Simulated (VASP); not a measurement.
# InSb (Pmmn) in VASP: single point with PBE

Aim: the single point of InSb with PBE.

All numbers are computed with VASP 6.6.1; they aren't measurements. Logs are shortened: lines on timing, memory, paths and dates and some standing lists are left out, and cuts for length are marked.

### 1 The cell of the first run

It takes space group Pmmn (No. 59, orthorhombic). The conventional cell has a = 5.920 Å, b = 5.938 Å, c = 3.222 Å, α = 90.00°, β = 90.00°, γ = 90.00°. Within 4.1 Å of In (site symmetry mm2) lie 8 Sb at 3.09 to 3.79 Å and 2 In at 3.22 Å. Within 4.1 Å of Sb (site symmetry mm2) lie 8 In at 3.09 to 3.79 Å and 2 Sb at 3.22 Å.

### 2 Single point, PBE

The input, INCAR:

```
SYSTEM = InSb
PREC = Accurate
ENCUT = 520
EDIFF = 1E-7
ISMEAR = 0
SIGMA = 0.1
LREAL = .False.
LASPH = .True.
NELM = 100
ALGO = Normal
ISIF = 2
LWAVE = .False.
LCHARG = .False.
GGA = PE
NBANDS = 26
```

The input, KPOINTS:

```
regular mesh
0
Gamma
  8 8 14
  0 0 0
```

The input, POSCAR:

```
InSb
1.0
    5.9204200000      0.0000000000      0.0000000000
    0.0000000000      5.9380040000      0.0000000000
    0.0000000000      0.0000000000      3.2224990000
In Sb
2 2
Direct
    0.0000000000      0.0000000000      0.0088050000
    0.5000000000      0.5000000000      0.9911950000
    0.0000000000      0.5000000000      0.2769970000
    0.5000000000      0.0000000000      0.7230030000
```

Potentials or basis: VASP PAW PBE potentials, release 64 (In_d, Sb).

Run with:

```sh
> cat potpaw_PBE.64/In_d/POTCAR potpaw_PBE.64/Sb/POTCAR > POTCAR
> mpirun -np 1 vasp_std > vasp.out
```

OUTCAR:

```text
SYSTEM = InSb
   PREC = Accurate
   ENCUT = 520
   EDIFF = 1E-7
   ISMEAR = 0
   LREAL = .False.
   LASPH = .True.
   NELM = 100
   ISIF = 2
   GGA = PE

 ion  position               nearest neighbor table
   1  0.000  0.000  0.009-   3 3.09   3 3.09   4 3.10   4 3.10   4 3.75   4 3.75   3 3.79   3 3.79

   2  0.500  0.500  0.991-   4 3.09   4 3.09   3 3.10   3 3.10   3 3.75   3 3.75   4 3.79   4 3.79

   3  0.000  0.500  0.277-   1 3.09   1 3.09   2 3.10   2 3.10   2 3.75   2 3.75   1 3.79   1 3.79

   4  0.500  0.000  0.723-   2 3.09   2 3.09   1 3.10   1 3.10   1 3.75   1 3.75   2 3.79   2 3.79

  LATTYP: Found a simple orthorhombic cell.
 ALAT       =     3.2224990000
 B/A-ratio  =     1.8372139138
 C/A-ratio  =     1.8426705485

  Lattice vectors:

 A1 = (   0.0000000000,   0.0000000000,   3.2224990000)
 A2 = (   5.9204200000,   0.0000000000,   0.0000000000)
 A3 = (   0.0000000000,   5.9380040000,   0.0000000000)

Analysis of symmetry for initial positions (statically):
=====================================================================
 Subroutine PRICEL returns:
 Original cell was already a primitive cell.

 Routine SETGRP: Setting up the symmetry group for a
 simple orthorhombic supercell.

 Subroutine GETGRP returns: Found  8 space group operations
 (whereof  4 operations were pure point group operations)
 out of a pool of  8 trial point group operations.

The static configuration has the point symmetry C_2v.
 The point group associated with its full space group is D_2h.

Analysis of symmetry for dynamics (positions and initial velocities):
=====================================================================
 Subroutine PRICEL returns:
 Original cell was already a primitive cell.

 Routine SETGRP: Setting up the symmetry group for a
 simple orthorhombic supercell.

 Subroutine GETGRP returns: Found  8 space group operations
 (whereof  4 operations were pure point group operations)
 out of a pool of  8 trial point group operations.

The dynamic configuration has the point symmetry C_2v.
 The point group associated with its full space group is D_2h.

 Subroutine INISYM returns: Found  8 space group operations
 (whereof  4 operations are pure point group operations),
 and found     1 'primitive' translations

----------------------------------------------------------------------------------------

                                     Primitive cell

  volume of cell :     113.2885

  direct lattice vectors                    reciprocal lattice vectors
     5.920420000  0.000000000  0.000000000     0.168906936  0.000000000  0.000000000
     0.000000000  5.938004000  0.000000000     0.000000000  0.168406758  0.000000000
     0.000000000  0.000000000  3.222499000     0.000000000  0.000000000  0.310318172

  length of vectors
     5.920420000  5.938004000  3.222499000     0.168906936  0.168406758  0.310318172

  position of ions in fractional coordinates (direct lattice)
     0.000000000  0.000000000  0.008805000
     0.500000000  0.500000000  0.991195000
     0.000000000  0.500000000  0.276997000
     0.500000000  0.000000000  0.723003000

  ion indices of the primitive-cell ions
   primitive index   ion index
                 1           1
                 2           2
                 3           3
                 4           4

----------------------------------------------------------------------------------------

 KPOINTS: regular mesh

Automatic generation of k-mesh.
 Grid dimensions read from file:
 generate k-points for:    8    8   14

 Generating k-lattice:

  Cartesian coordinates                     Fractional coordinates (reciprocal lattice)
     0.021113367  0.000000000  0.000000000     0.125000000  0.000000000  0.000000000
     0.000000000  0.021050845  0.000000000     0.000000000  0.125000000  0.000000000
     0.000000000  0.000000000  0.022165584     0.000000000  0.000000000  0.071428571

  Length of vectors
     0.021113367  0.021050845  0.022165584

  Shift w.r.t. Gamma in fractional coordinates (k-lattice)
     0.000000000  0.000000000  0.000000000

 Subroutine IBZKPT returns following result:
 ===========================================

 Found    200 irreducible k-points:

 Following reciprocal coordinates:
            Coordinates               Weight
  0.000000  0.000000  0.000000      1.000000
  0.125000  0.000000  0.000000      2.000000
  0.250000  0.000000  0.000000      2.000000
  0.375000  0.000000  0.000000      2.000000
  0.500000  0.000000  0.000000      1.000000
  0.000000  0.125000  0.000000      2.000000
[... 16 lines left out ...]
  0.250000  0.500000  0.000000      2.000000
  0.375000  0.500000  0.000000      2.000000
 [... further k-points ...]
   k-points           NKPTS =    200   k-points in BZ     NKDIM =    200   number of bands    NBANDS=     26
   number of dos      NEDOS =    301   number of ions     NIONS =      4
   total plane-waves  NPLWV =  55296
   dimension x,y,z NGX =    48 NGY =   48 NGZ =   24
   dimension x,y,z NGXF=    96 NGYF=   96 NGZF=   48
   ions per type =               2   2
   NGX,Y,Z   is equivalent  to a cutoff of  13.48, 13.44, 12.38 a.u.
   NGXF,Y,Z  is equivalent  to a cutoff of  26.96, 26.88, 24.76 a.u.
 SYSTEM =  InSb
   PREC   = accura    normal or accurate (medium, high low for compatibility)
   ISTART =      0    job   : 0-new  1-cont  2-samecut
   ICHARG =      2    charge: 1-file 2-atom 10-const
   ISPIN  =      1    spin polarized calculation?
   LNONCOLLINEAR =      F non collinear calculations
   LSORBIT =      F    spin-orbit coupling
   LASPH  =      T    aspherical Exc in radial PAW
   ENCUT  =  520.0 eV  38.22 Ry    6.18 a.u.  11.01 11.04  5.99*2*pi/ulx,y,z
   NELM   =    100;   NELMIN=  2; NELMDL= -5     # of ELM steps
   EDIFF  = 0.1E-06   stopping-criterion for ELM
   LREAL  =      F    real-space projection
   EDIFFG = 0.1E-05   stopping-criterion for IOM
   NSW    =      0    number of steps for IOM
   IBRION =     -1    ionic relax: 0-MD 1-quasi-New 2-CG
   NFREE  =      0    steps in history (QN), initial steepest desc. (CG)
   ISIF   =      2    stress and relaxation
   ISYM   =      2    0-nonsym 1-usesym 2-fastsym
   POTIM  = 0.5000    time-step for ionic-motion
   TEBEG  =    0.0;   TEEND  =   0.0 temperature during run
   PSTRESS=    0.0 pullay stress
   NELECT =      36.0000    total number of electrons
   NUPDOWN=      -1.0000    fix difference up-down
   EMIN   =  10.00;   EMAX   =-10.00  energy-range for DOS
   EFERMI =   0.00;   METHOD = LEGACY
   ISMEAR =     0;   SIGMA  =   0.10  broadening in eV -4-tet -1-fermi 0-gaus
   EFERMI_NEDOS =   21; number of points for ismear=-14 and -15
   IALGO  =     38    algorithm
   IMIX   =      4    mixing-type and parameters
     AMIX     =   0.40;   BMIX     =  1.00
     AMIX_MAG =   1.60;   BMIX_MAG =  1.00
  volume/ion in A,a.u.               =      28.32       191.13
  Fermi-wavevector in a.u.,A,eV,Ry     =   1.117156  2.111118 16.980574  1.248037
  Thomas-Fermi vector in A             =   2.253776
   LORBIT       =      0    0 simple, 1 ext, 2 COOP (PROOUT), +10 PAW based schemes
   GGA     = PE    functional components
   LHFCALC =     F    Hartree Fock is set to
   AEXX    =    0.0000 exact exchange contribution
   IVDW    =     0    specifies the selected vdW correction
   LEPSILON=     F    determine dielectric tensor
   LRPA    =     F    only Hartree local field effects (RPA)
 non-spin polarized calculation
 Gauss-broadening in eV      SIGMA  =   0.10
  energy-cutoff  :      520.00
  volume of cell :      113.29
 maximum number of plane-waves:      3088
 NGX is ok and might be reduce to    48
   NGX = 23   NGY = 23   NGZ = 11

 number of electron      36.0000004 magnetization

 Free energy of the ion-electron system (eV)
  ---------------------------------------------------
  ext. energy  EPLUGINS =         0.00000000
  ---------------------------------------------------
  free energy    TOTEN  =       -13.36298879 eV

  energy without entropy =      -13.35419147  energy(sigma->0) =      -13.35859013

 E-fermi :   7.0519     XC(G=0):  -9.8745

 val. band max:        7.0400305089   @ k =   0.2500   0.0000   0.0714
 cond. band min:       7.0542386477   @ k =   0.1250   0.1250   0.2857
 fundamental gap:      0.0142081388
 Fermi energy:         7.0518790645

 k-point     1 :       0.0000    0.0000    0.0000
  band No.  band energies     occupation
      1      -7.6754      2.00000
      2      -7.6443      2.00000
      3      -7.5523      2.00000
      4      -7.4386      2.00000
      5      -7.4219      2.00000
      6      -7.3618      2.00000
[... 18 lines left out ...]
     25      15.5413      0.00000
     26      15.6696      0.00000

 k-point     2 :       0.1250    0.0000    0.0000
  band No.  band energies     occupation
      1      -7.6738      2.00000
      2      -7.6451      2.00000
      3      -7.5456      2.00000
      4      -7.4360      2.00000
      5      -7.4248      2.00000
      6      -7.3651      2.00000
[... 18 lines left out ...]
     25      15.0540      0.00000
     26      15.4523      0.00000

 k-point     3 :       0.2500    0.0000    0.0000
  band No.  band energies     occupation
      1      -7.6694      2.00000
      2      -7.6476      2.00000
      3      -7.5271      2.00000
      4      -7.4339      2.00000
      5      -7.4284      2.00000
      6      -7.3742      2.00000
[... 18 lines left out ...]
     25      13.7970      0.00000
     26      14.8994      0.00000

 k-point     4 :       0.3750    0.0000    0.0000
  band No.  band energies     occupation
      1      -7.6634      2.00000
      2      -7.6517      2.00000
      3      -7.5012      2.00000
      4      -7.4504      2.00000
      5      -7.4167      2.00000
      6      -7.3874      2.00000
[... 18 lines left out ...]
     25      14.1354      0.00000
     26      14.2762      0.00000
[... 496 lines left out ...]
      1      -7.6567      2.00000
      2      -7.6567      2.00000
      3      -7.4714      2.00000
      4      -7.4714      2.00000
      5      -7.4026      2.00000
      6      -7.4026      2.00000
[... 18 lines left out ...]
     25      14.0105      0.00000
     26      14.0105      0.00000

 k-point    23 :       0.2500    0.5000    0.0000
  band No.  band energies     occupation
      1      -7.6562      2.00000
      2      -7.6562      2.00000
      3      -7.4655      2.00000
      4      -7.4655      2.00000
      5      -7.4030      2.00000
      6      -7.4030      2.00000
[... 18 lines left out ...]
     25      14.2098      0.00000
     26      14.2098      0.00000

 k-point    24 :       0.3750    0.5000    0.0000
  band No.  band energies     occupation
      1      -7.6558      2.00000
      2      -7.6558      2.00000
      3      -7.4593      2.00000
      4      -7.4593      2.00000
      5      -7.4034      2.00000
      6      -7.4034      2.00000
[... 18 lines left out ...]
     25      14.4669      0.00000
     26      14.4669      0.00000

 [... further k-points ...]

------------------------ aborting loop because EDIFF is reached ----------------------------------------

  FORCE on cell =-STRESS in cart. coord.  units (eV):
  Direction    XX          YY          ZZ          XY          YZ          ZX
  --------------------------------------------------------------------------------------
  -------------------------------------------------------------------------------------
  Total       -0.1205911     -0.0842971      0.2056604      0.0000000      0.0000000      0.0000000
  in kB       -1.7054539     -1.1921673      2.9085430      0.0000000      0.0000000      0.0000000
  external PRESSURE =       0.0036406 kB  Pullay stress =       0.0000000 kB

 VOLUME and BASIS-vectors are now :
 -----------------------------------------------------------------------------
  energy-cutoff  :      520.00
  volume of cell :      113.29
      direct lattice vectors                 reciprocal lattice vectors
     5.920420000  0.000000000  0.000000000     0.168906936  0.000000000  0.000000000
     0.000000000  5.938004000  0.000000000     0.000000000  0.168406758  0.000000000
     0.000000000  0.000000000  3.222499000     0.000000000  0.000000000  0.310318172

 POSITION                                       TOTAL-FORCE (eV/Angst)
 -----------------------------------------------------------------------------------
      0.00000      0.00000      0.02837         0.000000      0.000000      0.000029
      2.96021      2.96900      3.19412         0.000000      0.000000     -0.000029
      0.00000      2.96900      0.89262         0.000000      0.000000     -0.059858
      2.96021      0.00000      2.32988         0.000000      0.000000      0.059858
 -----------------------------------------------------------------------------------
    total drift:                                0.000000      0.000000      0.000000

  FREE ENERGIE OF THE ION-ELECTRON SYSTEM (eV)
  ---------------------------------------------------
  free  energy   TOTEN  =       -13.3629887914 eV

  energy  without entropy=      -13.3541914736  energy(sigma->0) =      -13.35859013
```

It took 9.4 min on 1 thread of Oxide Virtual Turin-like, shared host; peak memory 0.58 GiB.

Results:

| Item | Value |
| --- | --- |
| Free energy | -13.3630 eV |
| Pressure | 0.0 GPa |
| Largest force | 0.060 eV/Å |
| Band gap on the k mesh | zero (band 18 reaches 8.64 eV, above the bottom of band 19 at 5.95 eV) |

Forces in eV/Å, atoms in the order of the input:
```
In   0.000  0.000  0.000
In   0.000  0.000  0.000
Sb   0.000  0.000 -0.060
Sb   0.000  0.000  0.060
```

Stress tensor (GPa, compression positive):
```
-0.17  0.00  0.00
 0.00 -0.12  0.00
 0.00  0.00  0.29
```

Caveat: spin-orbit coupling is left out, which moves the levels of the heavy elements.
